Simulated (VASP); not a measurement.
Runs of VASP 6.6.1 on GaN. The structure is that of space group F-43m (No. 216), or close to it. The cells are those of the table. 

```tsv
cell	gap on the mesh (eV)	pressure (GPa)
a = 3.229 Å, angles 60.0°, 2 atoms	1.43	(a)
a = 3.133 Å, angles 60.0°, 2 atoms	2.01	9.2
a = 3.166 Å, angles 60.0°, 2 atoms	(c)	2.5
a = 3.260 Å, angles 60.0°, 2 atoms	1.25	-11.9
a = 3.198 Å, angles 60.0°, 2 atoms	(b)	-3.1
```

Alike in all rows: task single point; level PBEsol; potentials or basis VASP PAW PBE potentials, release 64 (Ga_d, N); no spin polarisation; k mesh 7 × 7 × 7; cutoff (eV) 520; smearing gaussian 0.01 eV.

**Question.** Estimate the missing entries.

**Answer.** (a) -7.9; (b) 1.62; (c) 1.81.

Caveats: the PAW data sets were made with another functional, which shifts forces and pressure a little.

A k mesh can miss the band edges, and the runs leave out spin-orbit coupling on Ga.
